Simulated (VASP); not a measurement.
# Lu4ZrO (Cmmm) in VASP: further runs, part 2 of 2

VASP 6.6.1. The steps go on from the part before.

## 3. Single point, PBE

This run uses another cell than the first one, of 23.59 Å³/atom.

File INCAR:

```
PREC = Accurate
ENCUT = 520
EDIFF = 1E-6
ISMEAR = 0
SIGMA = 0.1
LREAL = F
LASPH = T
NELM = 60
ALGO = Normal
ISIF = 2
LWAVE = F
LCHARG = T
GGA = PE
LELF = T
LVHAR = T
NBANDS = 68
```

File KPOINTS:

```
regular mesh
0
Gamma
  4 4 4
```

File POSCAR:

```
Lu4ZrO
1.0
    3.1522132066     -3.9724757634      0.0000000000
    3.1522132066      3.9724757634      0.0000000000
    0.0000000000      0.0000000000      5.6525095961
Lu Zr O
4 1 1
Direct
    0.1668583352      0.8331416648      0.0000000000
    0.8331416648      0.1668583352      0.0000000000
    0.0000000000      0.5000000000      0.5000000000
    0.5000000000      0.0000000000      0.5000000000
    0.5000000000      0.5000000000      0.0000000000
    0.0000000000      0.0000000000      0.5000000000
```

Potentials or basis: VASP PAW PBE potentials, release 64 (Lu, Zr_sv, O).

Launch:

```
$ cat potpaw_PBE.64/Lu/POTCAR potpaw_PBE.64/Zr_sv/POTCAR potpaw_PBE.64/O/POTCAR > POTCAR
$ mpirun -np 1 vasp_std > vasp.out
```

OUTCAR:

```text
PREC = Accurate
   ENCUT = 520
   EDIFF = 1E-6
   ISMEAR = 0
   LREAL = F
   LASPH = T
   NELM = 60
   ISIF = 2
   GGA = PE

 ion  position               nearest neighbor table
   1  0.167  0.833  0.000-   5 2.65   2 2.65   4 3.30   3 3.30   3 3.30   4 3.30   2 3.42   2 3.42
                             5 3.42   5 3.42
   2  0.833  0.167  0.000-   5 2.65   1 2.65   4 3.30   3 3.30   3 3.30   4 3.30   1 3.42   1 3.42
                             5 3.42   5 3.42
   3  0.000  0.500  0.500-   6 2.54   6 2.54   4 3.15   4 3.15   1 3.30   2 3.30   1 3.30   2 3.30
                             5 3.80   5 3.80   5 3.80   5 3.80
[... 1700 lines left out ...]
  Total        0.2087657      0.5113680      0.1948919      0.0000000      0.0000000      0.0000000
  in kB        2.3627703      5.7875661      2.2057492      0.0000000      0.0000000      0.0000000
  external PRESSURE =       3.4520285 kB  Pullay stress =       0.0000000 kB

 VOLUME and BASIS-vectors are now :
 -----------------------------------------------------------------------------
  energy-cutoff  :      520.00
  volume of cell :      141.56
      direct lattice vectors                 reciprocal lattice vectors
     3.152213207 -3.972475763  0.000000000     0.158618712 -0.125866092  0.000000000
     3.152213207  3.972475763  0.000000000     0.158618712  0.125866092  0.000000000
     0.000000000  0.000000000  5.652509596     0.000000000  0.000000000  0.176912570

 POSITION                                       TOTAL-FORCE (eV/Angst)
 -----------------------------------------------------------------------------------
      3.15221      2.64679      0.00000         0.000000     -0.029483      0.000000
      3.15221     -2.64679      0.00000         0.000000      0.029483      0.000000
      1.57611      1.98624      2.82625         0.000000     -0.000000      0.000000
      1.57611     -1.98624      2.82625         0.000000     -0.000000      0.000000
      3.15221      0.00000      0.00000         0.000000     -0.000000      0.000000
      0.00000      0.00000      2.82625        -0.000000     -0.000000      0.000000
 -----------------------------------------------------------------------------------
    total drift:                               -0.000000     -0.000000     -0.000000

  FREE ENERGIE OF THE ION-ELECTRON SYSTEM (eV)
  ---------------------------------------------------
  free  energy   TOTEN  =       -32.7837056935 eV

  energy  without entropy=      -32.7369161373  energy(sigma->0) =      -32.76031092
```

OSZICAR:

```text
N       E                     dE             d eps       ncg     rms          rms(c)
DAV:   1     0.169712283557E+04    0.16971E+04   -0.36271E+04  4084   0.558E+03
DAV:   2     0.308223151478E+03   -0.13889E+04   -0.13292E+04  3872   0.127E+03
DAV:   3     0.183055966489E+02   -0.28992E+03   -0.28224E+03  3080   0.331E+02
DAV:   4    -0.308782061695E+02   -0.49184E+02   -0.47966E+02  4148   0.107E+02
DAV:   5    -0.353329178361E+02   -0.44547E+01   -0.44002E+01  4456   0.275E+01    0.155E+01
DAV:   6    -0.330294851599E+02    0.23034E+01   -0.20134E+01  4856   0.298E+01    0.719E+00
DAV:   7    -0.328037310014E+02    0.22575E+00   -0.42987E+00  4068   0.109E+01    0.305E+00
DAV:   8    -0.327848016520E+02    0.18929E-01   -0.56429E-01  4440   0.553E+00    0.117E+00
DAV:   9    -0.327827532122E+02    0.20484E-02   -0.17530E-01  4544   0.456E+00    0.559E-01
DAV:  10    -0.327829630058E+02   -0.20979E-03   -0.47388E-02  3968   0.150E+00    0.296E-01
DAV:  11    -0.327834120970E+02   -0.44909E-03   -0.72918E-03  3772   0.522E-01    0.154E-01
DAV:  12    -0.327836636374E+02   -0.25154E-03   -0.11819E-03  4564   0.240E-01    0.579E-02
DAV:  13    -0.327837025753E+02   -0.38938E-04   -0.16172E-04  4100   0.103E-01    0.111E-02
DAV:  14    -0.327837050616E+02   -0.24862E-05   -0.25793E-05  4028   0.440E-02    0.536E-03
DAV:  15    -0.327837056935E+02   -0.63194E-06   -0.67971E-06  2952   0.251E-02
   1 F= -.32783706E+02 E0= -.32760311E+02  d E =-.467896E-01
```

Run time: 2.5 min. Hardware: 1 thread of AMD EPYC 9R45 (Zen 5), shared host; peak memory 0.32 GiB.

What came out:

```yaml
Free_energy: -32.7837 eV
Pressure: 0.3 GPa
Largest_force: 0.029 eV/Å
Band_gap_on_the_k_mesh: zero (bands 59 and 60 overlap by 0.47 eV)
```

Forces in eV/Å, atoms in the order of the input:
```
Lu   0.000 -0.029  0.000
Lu   0.000  0.029  0.000
Lu   0.000  0.000  0.000
Lu   0.000  0.000  0.000
Zr   0.000  0.000  0.000
O    0.000  0.000  0.000
```

Stress tensor (GPa, compression positive):
```
0.24 0.00 0.00
0.00 0.58 0.00
0.00 0.00 0.22
```

Caveat: spin-orbit coupling is left out, which moves the levels of the heavy elements.

## 4. Relaxation of cell and atoms, PBE

File INCAR:

```
SYSTEM = Lu4ZrO
  ALGO = Normal
  EDIFF = 1E-6
  EDIFFG = -0.04
  ENCUT = 600
  GGA = PE
  IBRION = 2
  ISIF = 3
  ISMEAR = 0
  LASPH = .True.
  LCHARG = .False.
  LREAL = .False.
  LWAVE = .False.
  NELM = 80
  NSW = 90
  PREC = Accurate
  SIGMA = 0.1
```

File KPOINTS:

```
k-points
0
Gamma
  4 4 4
  0 0 0
```

File POSCAR:

```
Lu4ZrO
1.0
    2.8190465700     -4.7458062600      0.0000000000
    2.8190465700      4.7458062600      0.0000000000
    0.0000000000      0.0000000000      4.4580706400
Lu Zr O
4 1 1
Direct
    0.1663979200      0.8336020800      0.0000000000
    0.8336020800      0.1663979200      0.0000000000
    0.0000000000      0.5000000000      0.5000000000
    0.5000000000      0.0000000000      0.5000000000
    0.5000000000      0.5000000000      0.0000000000
    0.0000000000      0.0000000000      0.5000000000
```

Launch:

```
$ cat potpaw_PBE.64/Lu/POTCAR potpaw_PBE.64/Zr_sv/POTCAR potpaw_PBE.64/O/POTCAR > POTCAR
$ mpirun -np 1 vasp_std > vasp.out
```

Run time: 36 min. Hardware: 1 thread of AMD EPYC 9R45 (Zen 5), shared host; peak memory 0.39 GiB.

The run converged. Its results:

```
Free energy                           : -32.7510 eV
Relaxed volume                        : 23.61 Å³/atom
Relaxed cell                          : a = 5.084 Å, b = 5.084 Å, c = 5.630 Å, α = 90.00°, β = 90.00°, γ = 103.24°
Space group after relaxing (to 0.1 Å) : Cmmm (No. 65)
Energy gained by relaxing             : 761.1 meV/atom
Ionic steps                           : 14
Pressure after relaxing               : 0.0 GPa
Largest force after relaxing          : 0.011 eV/Å
Band gap on the k mesh                : zero (bands 59 and 60 overlap by 0.47 eV)
```

Forces on the atoms (eV/Å):
```
Lu   0.000 -0.011  0.000
Lu   0.000  0.011  0.000
Lu   0.000  0.000  0.000
Lu   0.000  0.000  0.000
Zr   0.000  0.000  0.000
O    0.000  0.000  0.000
```

Stress tensor (GPa, compression positive):
```
-0.03  0.00  0.00
 0.00  0.05  0.00
 0.00  0.00 -0.02
```

Step by step:
```csv
step,energy change (eV),largest force (eV/Å),pressure (GPa),volume (Å³)
1,0.0000,2.0346,17.14,119.29
2,-3.4962,0.5568,-4.87,157.86
3,-3.4956,0.5248,-4.75,157.31
4,-4.3341,1.1504,-2.07,146.45
5,-4.3718,1.3614,-1.16,144.16
6,-4.5222,0.0702,0.85,139.42
7,-4.5226,0.1405,1.01,139.16
8,-4.5598,0.1405,0.22,141.36
9,-4.5622,0.1443,-0.38,143.13
10,-4.5643,0.1429,-0.28,142.50
11,-4.5643,0.1426,-0.34,142.41
12,-4.5632,0.1418,-0.07,141.88
13,-4.5643,0.1429,-0.21,142.34
14,-4.5665,0.0108,0.00,141.65
```

Final structure:
```
Lu Zr O
1.0
     3.15663   -3.98545    0.00000
     3.15663    3.98545    0.00000
     0.00000    0.00000    5.62990
Lu Zr O
4 1 1
Direct
  0.16683 0.83317 0.00000
  0.83317 0.16683 0.00000
  0.00000 0.50000 0.50000
  0.50000 0.00000 0.50000
  0.50000 0.50000 0.00000
  0.00000 0.00000 0.50000
```

Levels at points of the mesh, in eV from the Fermi level:
```csv
k point,band 57,band 58,band 59,band 60,band 61,band 62
"(0.00, 0.00, 0.00)",-0.53,-0.23,-0.16,-0.08,0.63,1.47
"(0.50, 0.00, 0.00)",-0.39,-0.36,0.15,0.45,0.54,1.03
"(0.50, 0.50, 0.00)",-0.70,-0.59,-0.52,-0.23,0.06,0.28
"(0.00, 0.00, 0.50)",-0.68,-0.53,-0.18,-0.13,-0.06,0.69
"(0.50, 0.00, 0.50)",-1.34,-0.52,-0.03,0.54,0.64,0.68
"(0.50, 0.50, 0.50)",-1.14,-0.65,0.05,0.07,0.81,0.82
```

Caveat: the volume moved by over 15 % at a fixed basis, so the end points are rough; spin-orbit coupling is left out, which moves the levels of the heavy elements.

## 5. Summary

| task | cell | cutoff (eV) | gap on the mesh (eV) | pressure (GPa) | largest force (eV/Å) |
| --- | --- | --- | --- | --- | --- |
| single point | a = 5.520, b = 5.520, c = 4.458 Å, angles 90.0, 90.0, 118.6°, 6 atoms, atomic positions A | 520 | none | 17.1 | 2.04 |
| single point | a = 5.071, b = 5.071, c = 5.653 Å, angles 90.0, 90.0, 103.1°, 6 atoms, atomic positions B | 520 | none | 0.3 | 0.03 |
| relaxation of cell and atoms | relaxed from a = 5.520, b = 5.520, c = 4.458 Å, angles 90.0, 90.0, 118.6°, 6 atoms, atomic positions A | 600 | none | 0.0 | 0.01 |

Alike in all rows: level PBE; potentials or basis VASP PAW PBE potentials, release 64 (Lu, Zr_sv, O); no spin polarisation; k mesh 4 × 4 × 4; smearing gaussian 0.1 eV.

Caveats: spin-orbit coupling is left out, which moves the levels of the heavy elements; the stress differs along the axes, from -6 to 29 GPa (at least some runs); forces of over 1 eV/Å act on the atoms, so gaps and moduli don't describe the material at rest (at least some runs); the volume moved by over 15 % at a fixed basis, so the end points are rough (at least some runs).

Total energies depend on the potentials used, so only differences within one code and one set of settings carry meaning.
